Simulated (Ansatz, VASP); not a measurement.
## Two plane-wave programs on Al

```
CELL_PARAMETERS angstrom
-3.61764 3.61764 3.61764
3.61764 -3.61764 3.61764
3.61764 3.61764 -3.61764
ATOMIC_POSITIONS crystal
Al 0.25000 0.25000 0.25000
Al 0.50000 0.00000 0.25000
Al 0.00000 0.25000 0.50000
Al 0.25000 0.50000 0.00000
Al 0.75000 0.75000 0.75000
Al 0.50000 0.00000 0.75000
Al 0.00000 0.75000 0.50000
Al 0.75000 0.50000 0.00000
```

Alike in both runs: functional PBE; k mesh 8 × 8 × 8; occupations gaussian, width 0.1 eV; no spin polarisation.

Ansatz relaxed the structure, and its values are those at the end. VASP's run is a single point on that final structure, the one shown.

```csv
,VASP,Ansatz
version,VASP 6.6.1,Ansatz 0.2.0
potentials or method,"VASP PAW PBE potentials, release 64 (Al), cutoff 520 eV","scalar-relativistic, plane waves, PAW"
valence electrons in the cell,24,24
```

|  | VASP | Ansatz | Ansatz less VASP |
| --- | --- | --- | --- |
| gap on the k mesh at the Fermi level (eV) | none | none | - |
| pressure (GPa) | 0.0 | 0.0 | +0.03 |

A gap of «none» marks a metal or a gap that the smearing closes.
